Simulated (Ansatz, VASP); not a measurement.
## SiC in VASP and in Ansatz

File POSCAR:

```
SiC
1.0
    3.0751950076      0.0000000000      0.0000000000
   -1.5375975038      2.6631969982      0.0000000000
    0.0000000000      0.0000000000      5.0481668526
Si C
2 2
Direct
    0.3333333333      0.6666666667      0.0046028828
    0.6666666667      0.3333333333      0.5046028828
    0.4058721524      0.7197687678      0.4002062881
    0.6666666667      0.3333333333      0.8803971172
```

Contents of INCAR.step1:

```
PREC     = Accurate       # precision mode
ENCUT    = 520            # plane-wave cutoff, eV
ISMEAR   = 0              # smearing method
SIGMA    = 0.05           # smearing width, eV
LREAL    = F              # projectors in reciprocal space
LASPH    = T              # aspherical terms in the spheres
NELM     = 60             # most SCF steps
NBANDS   = 16             # bands
GGA      = PE             # functional
ALGO     = Normal         # electronic algorithm
EDIFF    = 1E-4           # SCF threshold, eV
LWAVE    = T              # write WAVECAR
LCHARG   = F              # write CHGCAR
```

File INCAR.step2:

```
PREC     = Accurate       # precision mode
ENCUT    = 520            # plane-wave cutoff, eV
EDIFF    = 1E-6           # SCF threshold, eV
ISMEAR   = 0              # smearing method
SIGMA    = 0.05           # smearing width, eV
LREAL    = F              # projectors in reciprocal space
LASPH    = T              # aspherical terms in the spheres
NELM     = 60             # most SCF steps
ALGO     = Normal         # electronic algorithm
ISIF     = 2              # what is computed and relaxed
LWAVE    = F              # write WAVECAR
LCHARG   = F              # write CHGCAR
METAGGA  = R2SCAN         # meta-GGA
LMIXTAU  = T            
NBANDS   = 16             # bands
ISTART   = 1
```

KPOINTS

```
Automatic mesh
0
Gamma
  12 12 6
```

Input for Ansatz:

```yaml
crystal:
  lattice:
    - [3.0751950076, 0.0, 0.0]
    - [-1.5375975038, 2.6631969982, 0.0]
    - [0.0, 0.0, 5.0481668526]
  atoms:
    - { symbol: Si, position: [0.3333333333, 0.6666666667, 0.0046028828] }
    - { symbol: Si, position: [0.6666666667, 0.3333333333, 0.5046028828] }
    - { symbol: C, position: [0.4058721524, 0.7197687678, 0.4002062881] }
    - { symbol: C, position: [0.6666666667, 0.3333333333, 0.8803971172] }
basis:
  ecutwfc: 500
kpoints:
  mp_grid: { grid: [12, 12, 6] }
hamiltonian:
  xc: r2scan
scf:
  occupations: { method: gaussian, width: 0.05 }
output:
  forces: true
  stress: true
  eigenvalues: true
```

Alike in both runs: task single point; functional r2SCAN; k mesh 12 × 12 × 6; occupations gaussian, width 0.05 eV; no spin polarisation.

|  | VASP | Ansatz |
| --- | --- | --- |
| version | VASP 6.6.1 | Ansatz 0.2.0 |
| potentials or method | VASP PAW PBE potentials, release 64 (Si, C), cutoff 520 eV | scalar-relativistic, plane waves, PAW |
| valence electrons in the cell | 16 | 16 |

VASP gave:

```
gap on the k mesh at the Fermi level (eV)                     : 2.41
least direct gap on the mesh (eV)                             : 4.45
pressure (GPa)                                                : 3.3
traceless stress, the component that is largest in VASP (GPa) : 9.48
rms of the force components (eV/Å)                            : 1.833
```

Q: Which values does Ansatz return?

A: gap on the k mesh at the Fermi level (eV): 2.40; least direct gap on the mesh (eV): 4.44; pressure (GPa): 3.5; traceless stress, the component that is largest in VASP (GPa): 9.55; rms of the force components (eV/Å): 1.837.

VASP's potentials were made for PBE, not for r2SCAN. Atom by atom the forces differ by 0.005 eV/Å (rms over components).
